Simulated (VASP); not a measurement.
## NaI: relaxation of cell and atoms with PBE

Crystal: NaI.

```
Na I
1.0
     0.00000    3.23640    3.23640
     3.23640    0.00000    3.23640
     3.23640    3.23640    0.00000
Na I
1 1
Direct
  0.00000 0.00000 0.00000
  0.50000 0.50000 0.50000
```

| Item | Value |
| --- | --- |
| Program | VASP 6.6.1 |
| Task | relaxation of cell and atoms |
| Functional | PBE |
| Potentials or basis | VASP PAW PBE potentials, release 64 (Na_pv, I) |
| Cutoff | 600 eV |
| k mesh | 6 × 6 × 6 |
| Occupations | gaussian, width 0.02 eV |
| Spin | no spin polarisation |
| Dipole correction | no |
| Further INCAR settings | ALGO = Normal; EDIFF = 1e-07; IBRION = 2; EDIFFG = -0.005; NSW = 100; ISIF = 3 |

| Item | Value |
| --- | --- |
| Relaxed volume | 34.85 Å³/atom |
| Relaxed cell | a = 4.619 Å, b = 4.619 Å, c = 4.619 Å, α = 60.00°, β = 60.00°, γ = 60.00° |
| Space group after relaxing (to 0.05 Å) | Fm-3m (No. 225) |
| Energy gained by relaxing | 1.2 meV/atom |
| Ionic steps | 3 |
| Pressure after relaxing | 0.0 GPa |
| Band gap on the k mesh | 3.57 eV, direct |

The path:
| step | energy change (eV) | largest force (eV/Å) | pressure (GPa) | volume (Å³) |
| --- | --- | --- | --- | --- |
| 1 | 0.0000 | 0.0000 | 0.43 | 67.80 |
| 2 | -0.0018 | 0.0000 | 0.21 | 68.70 |
| 3 | -0.0024 | 0.0000 | -0.01 | 69.71 |

Final structure:
```xyz
2
Lattice="0.0000 3.2665 3.2665 3.2665 0.0000 3.2665 3.2665 3.2665 0.0000" Properties=species:S:1:pos:R:3 pbc="T T T"
Na    0.0000    0.0000    0.0000
I     3.2665    3.2665    3.2665
```

Levels at points of the mesh, in eV from the valence-band top:
| k point | band 3 | band 4 | band 5 | band 6 | band 7 | band 8 | band 9 | band 10 | band 11 |
| --- | --- | --- | --- | --- | --- | --- | --- | --- | --- |
| (0.00, 0.00, 0.00) | -22.47 | -10.95 | 0.00 | 0.00 | 0.00 | 3.57 | 7.93 | 7.93 | 7.93 |
| (0.50, 0.00, 0.00) | -22.47 | -10.66 | -2.08 | -0.26 | -0.26 | 5.08 | 7.42 | 7.42 | 8.53 |
| (0.50, 0.50, 0.00) | -22.48 | -10.59 | -1.81 | -0.71 | -0.71 | 4.47 | 5.60 | 9.70 | 11.14 |

It took 28 s on 1 thread of Intel(R) Xeon(R) 6975P-C (Granite Rapids), with other jobs on the host, peak memory 0.23 GiB.

Caveat: spin-orbit coupling is left out, which moves the levels of the heavy elements. PBE usually gives volumes a little too large and moduli too small.
